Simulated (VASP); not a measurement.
# Ca (P6_3/mmc) in VASP: a series of runs

Runs on Ca. Level: BLYP. Tasks: single point, relaxation of cell and atoms.

Everything below comes from runs of VASP 6.6.1. Logs are shortened: lines on timing, memory, paths and dates and some standing lists are left out, and cuts for length are marked.

### 1 The cell of the first run

It takes space group P6_3/mmc (No. 194, hexagonal). The conventional cell has a = 3.919 Å, b = 3.919 Å, c = 12.844 Å, α = 90.00°, β = 90.00°, γ = 120.00°. Within 5.1 Å of Ca (site symmetry -3m) lie 12 Ca at 3.92 to 3.93 Å. Ca (site symmetry -6m2) has 12 Ca at 3.92 to 3.93 Å within 5.1 Å.

This isn't the form of Ca at room conditions, which is fcc.

### 2 Single point, BLYP

The input, INCAR:

```
  AGGAC = 1.0
  AGGAX = 1.0
  ALDAC = 0.0
  ALDAX = 1.0
  ALGO = Normal
  EDIFF = 1E-7
  ENCUT = 520
  GGA = B5
  ISIF = 2
  ISMEAR = -1
  LASPH = True
  LCHARG = True
  LELF = True
  LREAL = False
  LVHAR = True
  LWAVE = False
  NBANDS = 28
  NELM = 80
  PREC = Accurate
  SIGMA = 0.1
```

The input, KPOINTS:

```
k-points
0
Gamma
  9 9 3
```

The input, POSCAR:

```
Ca
1.0
    3.9193053466      0.0000000000      0.0000000000
   -1.9596526733      3.3942179953      0.0000000000
    0.0000000000      0.0000000000     12.8437505099
Ca
4
Direct
    0.0000000000      1.0000000000      0.0000000000
    0.0000000000      1.0000000000      0.5000000000
    0.3333333333      0.6666666667      0.2500000000
    0.6666666667      0.3333333333      0.7500000000
```

Potentials or basis: VASP PAW PBE potentials, release 64 (Ca_sv).

The run is started by

```bash
$ cat potpaw_PBE.64/Ca_sv/POTCAR > POTCAR
$ mpirun -np 1 vasp_std > vasp.out
```

OUTCAR:

```text
EDIFF = 1E-7
   ENCUT = 520
   GGA = B5
   ISIF = 2
   ISMEAR = -1
   LASPH = True
   LREAL = False
   NELM = 80
   PREC = Accurate

 ion  position               nearest neighbor table
   1  0.000  0.000  0.000-
   2  0.000  0.000  0.500-
   3  0.333  0.667  0.250-
   4  0.667  0.333  0.750-

  LATTYP: Found a hexagonal cell.
 ALAT       =     3.9193053466
 C/A-ratio  =     3.2770476842

  Lattice vectors:

 A1 = (   3.9193053466,   0.0000000000,   0.0000000000)
 A2 = (  -1.9596526733,   3.3942179953,   0.0000000000)
 A3 = (   0.0000000000,   0.0000000000,  12.8437505099)

Analysis of symmetry for initial positions (statically):
=====================================================================
 Subroutine PRICEL returns:
 Original cell was already a primitive cell.

 Routine SETGRP: Setting up the symmetry group for a
 hexagonal supercell.

 Subroutine GETGRP returns: Found 24 space group operations
 (whereof 12 operations were pure point group operations)
 out of a pool of 24 trial point group operations.

The static configuration has the point symmetry D_3d.
 The point group associated with its full space group is D_6h.

Analysis of symmetry for dynamics (positions and initial velocities):
=====================================================================
 Subroutine PRICEL returns:
 Original cell was already a primitive cell.

 Routine SETGRP: Setting up the symmetry group for a
 hexagonal supercell.

 Subroutine GETGRP returns: Found 24 space group operations
 (whereof 12 operations were pure point group operations)
 out of a pool of 24 trial point group operations.

The dynamic configuration has the point symmetry D_3d.
 The point group associated with its full space group is D_6h.

 Subroutine INISYM returns: Found 24 space group operations
 (whereof 12 operations are pure point group operations),
 and found     1 'primitive' translations

----------------------------------------------------------------------------------------

[... 85 lines left out ...]
 SYSTEM =  unknown system
   PREC   = accura    normal or accurate (medium, high low for compatibility)
   ISTART =      0    job   : 0-new  1-cont  2-samecut
   ICHARG =      2    charge: 1-file 2-atom 10-const
   ISPIN  =      1    spin polarized calculation?
   LNONCOLLINEAR =      F non collinear calculations
   LSORBIT =      F    spin-orbit coupling
   LASPH  =      T    aspherical Exc in radial PAW
   ENCUT  =  520.0 eV  38.22 Ry    6.18 a.u.   7.29  7.29 23.88*2*pi/ulx,y,z
   NELM   =     80;   NELMIN=  2; NELMDL= -5     # of ELM steps
   EDIFF  = 0.1E-06   stopping-criterion for ELM
   LREAL  =      F    real-space projection
   EDIFFG = 0.1E-05   stopping-criterion for IOM
   NSW    =      0    number of steps for IOM
   IBRION =     -1    ionic relax: 0-MD 1-quasi-New 2-CG
   NFREE  =      0    steps in history (QN), initial steepest desc. (CG)
   ISIF   =      2    stress and relaxation
   ISYM   =      2    0-nonsym 1-usesym 2-fastsym
   POTIM  = 0.5000    time-step for ionic-motion
   TEBEG  =    0.0;   TEEND  =   0.0 temperature during run
   PSTRESS=    0.0 pullay stress
   NELECT =      40.0000    total number of electrons
   NUPDOWN=      -1.0000    fix difference up-down
   EMIN   =  10.00;   EMAX   =-10.00  energy-range for DOS
   EFERMI =   0.00;   METHOD = LEGACY
   ISMEAR =    -1;   SIGMA  =   0.10  broadening in eV -4-tet -1-fermi 0-gaus
   EFERMI_NEDOS =   21; number of points for ismear=-14 and -15
   IALGO  =     38    algorithm
   IMIX   =      4    mixing-type and parameters
     AMIX     =   0.40;   BMIX     =  1.00
     AMIX_MAG =   1.60;   BMIX_MAG =  1.00
  volume/ion in A,a.u.               =      42.72       288.26
  Fermi-wavevector in a.u.,A,eV,Ry     =   1.008977  1.906690 13.851201  1.018035
  Thomas-Fermi vector in A             =   2.141877
   LORBIT       =      0    0 simple, 1 ext, 2 COOP (PROOUT), +10 PAW based schemes
   GGA     = B5    functional components
   LHFCALC =     F    Hartree Fock is set to
   AEXX    =    0.0000 exact exchange contribution
   IVDW    =     0    specifies the selected vdW correction
   LEPSILON=     F    determine dielectric tensor
   LRPA    =     F    only Hartree local field effects (RPA)
 non-spin polarized calculation
  energy-cutoff  :      520.00
  volume of cell :      170.86
 maximum number of plane-waves:      4649
 NGX is ok and might be reduce to    30
   NGX = 15   NGY = 15   NGZ = 47

 number of electron      39.9999983 magnetization

 Free energy of the ion-electron system (eV)
  ---------------------------------------------------
  ext. energy  EPLUGINS =         0.00000000
  ---------------------------------------------------
  free energy    TOTEN  =        -5.04243106 eV

  energy without entropy =       -4.85823557  energy(sigma->0) =       -4.95033331

 E-fermi :   2.3674     XC(G=0):  -7.2673

 val. band max:        2.3089490157   @ k =   0.2222   0.0000   0.0000
 cond. band min:       2.3728729455   @ k =   0.2222   0.1111   0.0000
 fundamental gap:      0.0639239297
 Fermi energy:         2.3674042064

 k-point     1 :       0.0000    0.0000    0.0000
  band No.  band energies     occupation
      1     -39.6849      2.00000
      2     -39.6807      2.00000
      3     -39.6750      2.00000
      4     -39.6708      2.00000
      5     -20.8525      2.00000
      6     -20.7888      2.00000
[... 733 lines left out ...]
     27       3.2683      0.00024
     28       3.5524      0.00001

------------------------ aborting loop because EDIFF is reached ----------------------------------------

  FORCE on cell =-STRESS in cart. coord.  units (eV):
  Direction    XX          YY          ZZ          XY          YZ          ZX
  --------------------------------------------------------------------------------------
  -------------------------------------------------------------------------------------
  Total        0.0162987      0.0162987      0.0289475      0.0000000     -0.0000000      0.0000000
  in kB        0.1528346      0.1528346      0.2714440      0.0000000     -0.0000000      0.0000000
  external PRESSURE =       0.1923710 kB  Pullay stress =       0.0000000 kB

 VOLUME and BASIS-vectors are now :
 -----------------------------------------------------------------------------
  energy-cutoff  :      520.00
  volume of cell :      170.86
      direct lattice vectors                 reciprocal lattice vectors
     3.919305347  0.000000000  0.000000000     0.255147255  0.147309336  0.000000000
    -1.959652673  3.394217995  0.000000000     0.000000000  0.294618673  0.000000000
     0.000000000  0.000000000 12.843750510     0.000000000  0.000000000  0.077858878

 POSITION                                       TOTAL-FORCE (eV/Angst)
 -----------------------------------------------------------------------------------
      0.00000      0.00000      0.00000        -0.000000      0.000000      0.000000
      0.00000      0.00000      6.42188        -0.000000      0.000000      0.000000
     -0.00000      2.26281      3.21094        -0.000000      0.000000     -0.000000
      1.95965      1.13141      9.63281         0.000000     -0.000000      0.000000
 -----------------------------------------------------------------------------------
    total drift:                               -0.000000      0.000000      0.000000

  FREE ENERGIE OF THE ION-ELECTRON SYSTEM (eV)
  ---------------------------------------------------
  free  energy   TOTEN  =        -5.0424310570 eV

  energy  without entropy=       -4.8582355689  energy(sigma->0) =       -4.95033331
```

Wall time 100 s (1 thread of Intel Xeon 6975P-C (Granite Rapids), shared host); peak memory 0.31 GiB.

Results:

```
Free energy            : -5.0424 eV
Pressure               : 0.0 GPa
Band gap on the k mesh : zero (bands 20 and 21 overlap by 0.31 eV)
```

Caveat: the PAW data sets were made with another functional, which shifts forces and pressure a little.

### 3 Single point, BLYP (41.01 Å³/atom)

This run uses another cell than the first one, of 41.01 Å³/atom.

The input, INCAR:

```
SYSTEM = Ca
PREC = Accurate
ENCUT = 520
EDIFF = 1E-6
ISMEAR = -1
SIGMA = 0.1
LREAL = .False.
LASPH = .True.
NELM = 60
ALGO = Normal
ISIF = 2
LWAVE = .False.
LCHARG = .True.
GGA = B5
ALDAX = 1.0
AGGAX = 1.0
AGGAC = 1.0
ALDAC = 0.0
LELF = .True.
LVHAR = .True.
NBANDS = 28
```

The input, KPOINTS:

```
regular mesh
0
Gamma
  11 11 3
  0 0 0
```

The input, POSCAR:

```
Ca
1.0
    3.8663352675      0.0000000000      0.0000000000
   -1.9331676337      3.3483445612      0.0000000000
    0.0000000000      0.0000000000     12.6701650349
Ca
4
Direct
    0.0000000000      1.0000000000      0.0000000000
    0.0000000000      1.0000000000      0.5000000000
    0.3333333333      0.6666666667      0.2500000000
    0.6666666667      0.3333333333      0.7500000000
```

Potentials or basis: VASP PAW PBE potentials, release 64 (Ca_sv).

The run is started by

```bash
$ cat potpaw_PBE.64/Ca_sv/POTCAR > POTCAR
$ mpirun -np 1 vasp_std > vasp.out
```

OUTCAR:

```text
SYSTEM = Ca
   PREC = Accurate
   ENCUT = 520
   EDIFF = 1E-6
   ISMEAR = -1
   LREAL = .False.
   LASPH = .True.
   NELM = 60
   ISIF = 2
   GGA = B5

 ion  position               nearest neighbor table
   1  0.000  0.000  0.000-
   2  0.000  0.000  0.500-
   3  0.333  0.667  0.250-
   4  0.667  0.333  0.750-

  LATTYP: Found a hexagonal cell.
 ALAT       =     3.8663352675
 C/A-ratio  =     3.2770476843
[... 941 lines left out ...]

  FORCE on cell =-STRESS in cart. coord.  units (eV):
  Direction    XX          YY          ZZ          XY          YZ          ZX
  --------------------------------------------------------------------------------------
  -------------------------------------------------------------------------------------
  Total        0.7324586      0.7324586      0.7683298      0.0000000     -0.0000000      0.0000000
  in kB        7.1545403      7.1545403      7.5049248      0.0000000     -0.0000000      0.0000000
  external PRESSURE =       7.2713351 kB  Pullay stress =       0.0000000 kB

 VOLUME and BASIS-vectors are now :
 -----------------------------------------------------------------------------
  energy-cutoff  :      520.00
  volume of cell :      164.03
      direct lattice vectors                 reciprocal lattice vectors
     3.866335267  0.000000000  0.000000000     0.258642857  0.149327523  0.000000000
    -1.933167634  3.348344561  0.000000000     0.000000000  0.298655046  0.000000000
     0.000000000  0.000000000 12.670165035     0.000000000  0.000000000  0.078925570

 POSITION                                       TOTAL-FORCE (eV/Angst)
 -----------------------------------------------------------------------------------
      0.00000      0.00000      0.00000        -0.000000      0.000000     -0.000000
      0.00000      0.00000      6.33508        -0.000000      0.000000     -0.000000
     -0.00000      2.23223      3.16754         0.000000     -0.000000      0.000000
      1.93317      1.11611      9.50262        -0.000000      0.000000      0.000000
 -----------------------------------------------------------------------------------
    total drift:                               -0.000000      0.000000      0.000000

  FREE ENERGIE OF THE ION-ELECTRON SYSTEM (eV)
  ---------------------------------------------------
  free  energy   TOTEN  =        -5.0290864733 eV

  energy  without entropy=       -4.8552060085  energy(sigma->0) =       -4.94214624
```

OSZICAR:

```text
N       E                     dE             d eps       ncg     rms          rms(c)
DAV:   1     0.395821212452E+03    0.39582E+03   -0.19580E+04  1800   0.130E+03
DAV:   2     0.187894693577E+02   -0.37703E+03   -0.37279E+03  1860   0.397E+02
DAV:   3    -0.267099622198E+01   -0.21460E+02   -0.21103E+02  2956   0.694E+01
DAV:   4    -0.497456718202E+01   -0.23036E+01   -0.22866E+01  2848   0.189E+01
DAV:   5    -0.507006588828E+01   -0.95499E-01   -0.95313E-01  2644   0.347E+00    0.395E+00
DAV:   6    -0.502587283849E+01    0.44193E-01   -0.12770E-01  2300   0.226E+00    0.235E+00
DAV:   7    -0.502866467076E+01   -0.27918E-02   -0.11021E-01  2196   0.227E+00    0.276E-01
DAV:   8    -0.502859660151E+01    0.68069E-04   -0.11783E-02  2296   0.815E-01    0.104E-01
DAV:   9    -0.502887296862E+01   -0.27637E-03   -0.96853E-04  3008   0.154E-01    0.608E-02
DAV:  10    -0.502908126632E+01   -0.20830E-03   -0.63683E-04  2132   0.114E-01    0.288E-02
DAV:  11    -0.502908950686E+01   -0.82405E-05   -0.31627E-05  2480   0.319E-02    0.447E-03
DAV:  12    -0.502908664029E+01    0.28666E-05   -0.43984E-06  1664   0.111E-02    0.253E-03
DAV:  13    -0.502908647328E+01    0.16701E-06   -0.94625E-07  1440   0.594E-03
   1 F= -.50290865E+01 E0= -.49421462E+01  d E =-.173880E+00
```

It took 91 s on 1 thread of Intel Xeon 6975P-C (Granite Rapids), shared host; peak memory 0.33 GiB.

Results:

* Free energy: -5.0291 eV
* Pressure: 0.7 GPa
* Band gap on the k mesh: zero (bands 20 and 21 overlap by 0.23 eV)

Caveat: the PAW data sets were made with another functional, which shifts forces and pressure a little.

### 4 Single point, BLYP (42.72 Å³/atom)

The input, INCAR:

```
SYSTEM = Ca
PREC     = Accurate       ! precision mode
ENCUT    = 520            ! plane-wave cutoff, eV
EDIFF    = 1E-6           ! SCF threshold, eV
ISMEAR   = -1             ! smearing method
SIGMA    = 0.1            ! smearing width, eV
LREAL    = .False.        ! projectors in reciprocal space
LASPH    = .True.         ! aspherical terms in the spheres
NELM     = 80             ! most SCF steps
ALGO     = Normal         ! electronic algorithm
ISIF     = 2              ! what is computed and relaxed
LWAVE    = .False.        ! write WAVECAR
LCHARG   = .False.        ! write CHGCAR
GGA      = B5             ! functional
ALDAX    = 1.0          
AGGAX    = 1.0          
AGGAC    = 1.0          
ALDAC    = 0.0          
NBANDS   = 28             ! bands
```

KPOINTS is that of step 3.

The input, POSCAR:

```
Ca
1.0
    3.9193053466      0.0000000000      0.0000000000
   -1.9596526733      3.3942179953      0.0000000000
    0.0000000000      0.0000000000     12.8437505099
Ca
4
Direct
    0.0000000000      1.0000000000      0.0000000000
    0.0000000000      1.0000000000      0.5000000000
    0.3333333333      0.6666666667      0.2500000000
    0.6666666667      0.3333333333      0.7500000000
```

The run is started by

```bash
$ cat potpaw_PBE.64/Ca_sv/POTCAR > POTCAR
$ mpirun -np 1 vasp_std > vasp.out
```

Run time: 85 s. Hardware: 1 thread of Intel Xeon 6975P-C (Granite Rapids), shared host; peak memory 0.33 GiB.

The run converged. Its results:

```
Free energy            : -5.0459 eV
Pressure               : 0.0 GPa
Band gap on the k mesh : zero (bands 20 and 21 overlap by 0.26 eV)
```

Levels at points of the mesh, in eV from the Fermi level:
```csv
k point,band 16,band 17,band 18,band 19,band 20,band 21,band 22,band 23,band 24,band 25
"(0.00, 0.00, 0.00)",-23.09,-3.98,-2.97,-2.97,-1.04,-0.10,1.28,1.29,2.02,2.03
```

Caveat: the PAW data sets were made with another functional, which shifts forces and pressure a little.

[end of part 1 of 2]
